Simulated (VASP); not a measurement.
Wanted: the native input for a VASP 6.6.1 run.

```yaml
Task: single point
Functional: LDA
Potentials_or_basis: VASP PAW LDA potentials, release 64 (Li_sv, F)
Cutoff: 750 eV
k_mesh: 10 × 10 × 10
Occupations: gaussian, width 0.1 eV
Spin: no spin polarisation
Dipole_correction: no
Further_INCAR_settings: ALGO = Normal; EDIFF = 1e-06; NBANDS = 12
```

The structure of LiF lies in POSCAR:

```
LiF
1.0
    0.0000000000      2.0417135738      2.0417135738
    2.0417135738      0.0000000000      2.0417135738
    2.0417135738      2.0417135738      0.0000000000
Li F
1 1
Direct
    0.0000000000      0.0000000000      0.0000000000
    0.5000000000      0.5000000000      0.5000000000
```

One way to write it, as run:

INCAR

```
ALGO     = Normal         # electronic algorithm
EDIFF    = 1E-6           # SCF threshold, eV
ENCUT    = 750            # plane-wave cutoff, eV
GGA_COMPAT= False        
ISIF     = 2              # what is computed and relaxed
ISMEAR   = 0              # smearing method
LASPH    = True           # aspherical terms in the spheres
LCHARG   = True           # write CHGCAR
LELF     = True           # ELF
LREAL    = False          # projectors in reciprocal space
LVHAR    = True         
LWAVE    = False          # write WAVECAR
NBANDS   = 12             # bands
NELM     = 120            # most SCF steps
PREC     = Accurate       # precision mode
SIGMA    = 0.1            # smearing width, eV
```

KPOINTS

```
k-points
0
Gamma
  10 10 10
```

Potentials or basis: VASP PAW LDA potentials, release 64 (Li_sv, F).

Launch:

```console
$ cat potpaw_LDA.64/Li_sv/POTCAR potpaw_LDA.64/F/POTCAR > POTCAR
$ mpirun -np 1 vasp_std > vasp.out
```

Results of the run:

```
Pressure               : -9.1 GPa
Band gap on the k mesh : 8.47 eV, direct
```

It took 12 s on 1 thread of Intel(R) Xeon(R) Platinum 8488C (Sapphire Rapids), with other jobs on the host, peak memory 0.14 GiB.
